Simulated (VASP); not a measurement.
# SrO (P6_3/mmc) in VASP: a series of runs

SrO is run at these levels: PBEsol; tasks: single point.

All numbers are computed with VASP 6.6.1; they aren't measurements. Logs are shortened: lines on timing, memory, paths and dates and some standing lists are left out, and cuts for length are marked.

### Step 1. The cell of the first run

It takes space group P6_3/mmc (No. 194, hexagonal). Conventional cell: a = 4.270 Å, b = 4.270 Å, c = 5.144 Å, α = 90.00°, β = 90.00°, γ = 120.00°. Sr (site symmetry -6m2) has 5 O at 2.47 to 2.57 Å within 3.3 Å. O (site symmetry -6m2) has 5 Sr at 2.47 to 2.57 Å within 3.3 Å.

### Step 2. Single point, PBEsol

INCAR reads:

```
PREC = Accurate
ENCUT = 600
EDIFF = 1E-6
ISMEAR = 1
SIGMA = 0.36
LREAL = F
LASPH = T
NELM = 120
ALGO = Normal
ISIF = 2
LWAVE = F
LCHARG = F
GGA = PS
NBANDS = 24
GGA_COMPAT = F
```

KPOINTS reads:

```
regular mesh
0
Gamma
  6 6 4
```

POSCAR reads:

```
SrO
1.0
    4.2700309501      0.0000000000      0.0000000000
   -2.1350154750      3.6979552777      0.0000000000
    0.0000000000      0.0000000000      5.1444468281
Sr O
2 2
Direct
    0.3333333333      0.6666666667     -0.0625000000
    0.6666666667      0.3333333333      0.4375000000
    0.3333333333      0.6666666667      0.4375000000
    0.6666666667      0.3333333333      0.9375000000
```

Potentials or basis: VASP PAW PBE potentials, release 64 (Sr_sv, O).

Launch:

```
cat potpaw_PBE.64/Sr_sv/POTCAR potpaw_PBE.64/O/POTCAR > POTCAR
mpirun -np 1 vasp_std > vasp.out
```

OUTCAR:

```text
PREC = Accurate
   ENCUT = 600
   EDIFF = 1E-6
   ISMEAR = 1
   LREAL = F
   LASPH = T
   NELM = 120
   ISIF = 2
   GGA = PS

 ion  position               nearest neighbor table
   1  0.333  0.667  0.938-   4 2.47   4 2.47   4 2.47   3 2.57   3 2.57   2 3.56   2 3.56   2 3.56
                             2 3.56   2 3.56   2 3.56
   2  0.667  0.333  0.438-   3 2.47   3 2.47   3 2.47   4 2.57   4 2.57   1 3.56   1 3.56   1 3.56
                             1 3.56   1 3.56   1 3.56
   3  0.333  0.667  0.438-   2 2.47   2 2.47   2 2.47   1 2.57   1 2.57
   4  0.667  0.333  0.938-   1 2.47   1 2.47   1 2.47   2 2.57   2 2.57

  LATTYP: Found a hexagonal cell.
 ALAT       =     4.2700309501
 C/A-ratio  =     1.2047797518

  Lattice vectors:

 A1 = (   4.2700309501,   0.0000000000,   0.0000000000)
 A2 = (  -2.1350154750,   3.6979552777,   0.0000000000)
 A3 = (   0.0000000000,   0.0000000000,   5.1444468281)

Analysis of symmetry for initial positions (statically):
=====================================================================
 Subroutine PRICEL returns:
 Original cell was already a primitive cell.

 Routine SETGRP: Setting up the symmetry group for a
 hexagonal supercell.

 Subroutine GETGRP returns: Found 24 space group operations
 (whereof  6 operations were pure point group operations)
 out of a pool of 24 trial point group operations.

The static configuration has the point symmetry C_3v.
 The point group associated with its full space group is D_6h.

Analysis of symmetry for dynamics (positions and initial velocities):
=====================================================================
 Subroutine PRICEL returns:
 Original cell was already a primitive cell.

 Routine SETGRP: Setting up the symmetry group for a
 hexagonal supercell.

 Subroutine GETGRP returns: Found 24 space group operations
 (whereof  6 operations were pure point group operations)
 out of a pool of 24 trial point group operations.

The dynamic configuration has the point symmetry C_3v.
 The point group associated with its full space group is D_6h.

 Subroutine INISYM returns: Found 24 space group operations
 (whereof  6 operations are pure point group operations),
 and found     1 'primitive' translations

----------------------------------------------------------------------------------------

                                     Primitive cell
[... 89 lines left out ...]
   ENCUT  =  600.0 eV  44.10 Ry    6.64 a.u.   8.53  8.53 10.27*2*pi/ulx,y,z
   NELM   =    120;   NELMIN=  2; NELMDL= -5     # of ELM steps
   EDIFF  = 0.1E-05   stopping-criterion for ELM
   LREAL  =      F    real-space projection
   EDIFFG = 0.1E-04   stopping-criterion for IOM
   NSW    =      0    number of steps for IOM
   IBRION =     -1    ionic relax: 0-MD 1-quasi-New 2-CG
   NFREE  =      0    steps in history (QN), initial steepest desc. (CG)
   ISIF   =      2    stress and relaxation
   ISYM   =      2    0-nonsym 1-usesym 2-fastsym
   POTIM  = 0.5000    time-step for ionic-motion
   TEBEG  =    0.0;   TEEND  =   0.0 temperature during run
   PSTRESS=    0.0 pullay stress
   NELECT =      32.0000    total number of electrons
   NUPDOWN=      -1.0000    fix difference up-down
   EMIN   =  10.00;   EMAX   =-10.00  energy-range for DOS
   EFERMI =   0.00;   METHOD = LEGACY
   ISMEAR =     1;   SIGMA  =   0.36  broadening in eV -4-tet -1-fermi 0-gaus
   EFERMI_NEDOS =   21; number of points for ismear=-14 and -15
   IALGO  =     38    algorithm
   IMIX   =      4    mixing-type and parameters
     AMIX     =   0.40;   BMIX     =  1.00
     AMIX_MAG =   1.60;   BMIX_MAG =  1.00
  volume/ion in A,a.u.               =      20.31       137.05
  Fermi-wavevector in a.u.,A,eV,Ry     =   1.200092  2.267844 19.595378  1.440220
  Thomas-Fermi vector in A             =   2.335937
   LORBIT       =      0    0 simple, 1 ext, 2 COOP (PROOUT), +10 PAW based schemes
   GGA     = PS    functional components
   LHFCALC =     F    Hartree Fock is set to
   AEXX    =    0.0000 exact exchange contribution
   IVDW    =     0    specifies the selected vdW correction
   LEPSILON=     F    determine dielectric tensor
   LRPA    =     F    only Hartree local field effects (RPA)
 non-spin polarized calculation
 Methfessel and Paxton  Order N= 1 SIGMA  =   0.36
  energy-cutoff  :      600.00
  volume of cell :       81.23
 maximum number of plane-waves:      2733
 NGX is ok and might be reduce to    36
   NGX = 17   NGY = 17   NGZ = 21

 number of electron      32.0000003 magnetization

 Free energy of the ion-electron system (eV)
  ---------------------------------------------------
  ext. energy  EPLUGINS =         0.00000000
  ---------------------------------------------------
  free energy    TOTEN  =       -24.95494728 eV

  energy without entropy =      -25.02314906  energy(sigma->0) =      -24.97768120

 E-fermi :   0.5676     XC(G=0):  -9.1958

 val. band max:        0.5360984368   @ k =   0.3333   0.3333   0.0000
 cond. band min:       0.5905188000   @ k =   0.0000   0.0000   0.0000
 fundamental gap:      0.0544203631
 Fermi energy:         0.5675969772

 k-point     1 :       0.0000    0.0000    0.0000
  band No.  band energies     occupation
      1     -31.6473      2.00000
      2     -31.4743      2.00000
      3     -14.3386      2.00000
      4     -14.3383      2.00000
      5     -14.2327      2.00000
      6     -13.8151      2.00000
[... 556 lines left out ...]
     23       9.8734      0.00000
     24       9.8734      0.00000

------------------------ aborting loop because EDIFF is reached ----------------------------------------

  FORCE on cell =-STRESS in cart. coord.  units (eV):
  Direction    XX          YY          ZZ          XY          YZ          ZX
  --------------------------------------------------------------------------------------
  -------------------------------------------------------------------------------------
  Total       -0.5502937     -0.5502937     -0.7884427     -0.0000000      0.0000000      0.0000000
  in kB      -10.8535986    -10.8535986    -15.5506800     -0.0000000      0.0000000      0.0000000
  external PRESSURE =     -12.4192924 kB  Pullay stress =       0.0000000 kB

 VOLUME and BASIS-vectors are now :
 -----------------------------------------------------------------------------
  energy-cutoff  :      600.00
  volume of cell :       81.23
      direct lattice vectors                 reciprocal lattice vectors
     4.270030950  0.000000000  0.000000000     0.234190340  0.135209856  0.000000000
    -2.135015475  3.697955278  0.000000000     0.000000000  0.270419712  0.000000000
     0.000000000  0.000000000  5.144446828     0.000000000  0.000000000  0.194384359

 POSITION                                       TOTAL-FORCE (eV/Angst)
 -----------------------------------------------------------------------------------
     -0.00000      2.46530      4.82292        -0.000000      0.000000      0.000000
      2.13502      1.23265      2.25070        -0.000000      0.000000      0.000000
     -0.00000      2.46530      2.25070         0.000000     -0.000000      0.000000
      2.13502      1.23265      4.82292         0.000000      0.000000     -0.000000
 -----------------------------------------------------------------------------------
    total drift:                               -0.000000      0.000000      0.000034

  FREE ENERGIE OF THE ION-ELECTRON SYSTEM (eV)
  ---------------------------------------------------
  free  energy   TOTEN  =       -24.9549472783 eV

  energy  without entropy=      -25.0231490550  energy(sigma->0) =      -24.97768120
```

OSZICAR:

```text
N       E                     dE             d eps       ncg     rms          rms(c)
DAV:   1     0.207776855459E+03    0.20778E+03   -0.17793E+04  1008   0.140E+03
DAV:   2    -0.154562040208E+02   -0.22323E+03   -0.20813E+03  1328   0.301E+02
DAV:   3    -0.298058670203E+02   -0.14350E+02   -0.14270E+02  1584   0.713E+01
DAV:   4    -0.302142280659E+02   -0.40836E+00   -0.40815E+00  1440   0.100E+01
DAV:   5    -0.302205041593E+02   -0.62761E-02   -0.62760E-02  1448   0.110E+00    0.246E+01
DAV:   6    -0.253286056614E+02    0.48919E+01   -0.22980E+01  1160   0.251E+01    0.297E+01
DAV:   7    -0.251067265151E+02    0.22188E+00   -0.18104E+00  1328   0.769E+00    0.180E+01
DAV:   8    -0.249581437385E+02    0.14858E+00   -0.61516E-01  1216   0.524E+00    0.239E+00
DAV:   9    -0.249495362404E+02    0.86075E-02   -0.51802E-02  1408   0.145E+00    0.578E-01
DAV:  10    -0.249544530930E+02   -0.49169E-02   -0.55821E-03  1120   0.443E-01    0.243E-01
DAV:  11    -0.249547563984E+02   -0.30331E-03   -0.16992E-03  1408   0.218E-01    0.114E-01
DAV:  12    -0.249549537715E+02   -0.19737E-03   -0.35367E-04  1072   0.104E-01    0.361E-02
DAV:  13    -0.249549491328E+02    0.46387E-05   -0.19780E-05  1416   0.258E-02    0.202E-02
DAV:  14    -0.249549472550E+02    0.18778E-05   -0.11090E-05  1176   0.199E-02    0.685E-03
DAV:  15    -0.249549472783E+02   -0.23332E-07   -0.70260E-07   928   0.472E-03
   1 F= -.24954947E+02 E0= -.24977681E+02  d E =0.682018E-01
```

Run time: 66 s. Hardware: 1 thread of Intel Xeon 8259CL, shared host; peak memory 0.24 GiB.

Results:

```yaml
Free_energy: -24.9549 eV
Pressure: -1.2 GPa
Band_gap_on_the_k_mesh: 2.54 eV
```

Caveat: the structure was generated, so it needn't be the stable form of SrO; the PAW data sets were made with another functional, which shifts forces and pressure a little.

### Step 3. Single point, PBEsol

INCAR reads:

```
ALGO = Normal
EDIFF = 1E-6
ENCUT = 600
GGA = PS
GGA_COMPAT = F
ISIF = 2
ISMEAR = 0
LASPH = T
LCHARG = F
LREAL = F
LWAVE = F
NBANDS = 24
NELM = 120
PREC = Accurate
SIGMA = 0.5
```

KPOINTS reads:

```
k-points
0
Gamma
  6 6 4
```

POSCAR is that of step 2.

Potentials or basis: VASP PAW PBE potentials, release 64 (Sr_sv, O).

Launch:

```
cat potpaw_PBE.64/Sr_sv/POTCAR potpaw_PBE.64/O/POTCAR > POTCAR
mpirun -np 1 vasp_std > vasp.out
```

Run time: 65 s. Hardware: 1 thread of Intel Xeon 8259CL, shared host; peak memory 0.24 GiB.

The run converged. Its results:

| Item | Value |
| --- | --- |
| Free energy | -24.9811 eV |
| Pressure | -1.2 GPa |
| Band gap on the k mesh | 2.52 eV |

Levels at points of the mesh, in eV from the valence-band top:
```
           k point  band 13  band 14  band 15  band 16  band 17  band 18  band 19  band 20
(0.00, 0.00, 0.00)    -0.90    -0.90    -0.33     0.00     2.52     6.06     6.06     7.10
(0.50, 0.00, 0.00)    -0.37    -0.36    -0.35    -0.27     4.20     4.75     4.99     7.09
(0.00, 0.00, 0.50)    -1.11    -1.11    -1.11    -1.11     4.23     4.23     7.83     7.83
(0.50, 0.00, 0.50)    -0.92    -0.92    -0.45    -0.45     4.84     4.84     7.35     7.35
```

Caveat: so wide a smearing shifts energies and pressures; the structure was generated, so it needn't be the stable form of SrO; the PAW data sets were made with another functional, which shifts forces and pressure a little.

The gap in the log of VASP goes by the Fermi energy; the results here count the filled bands.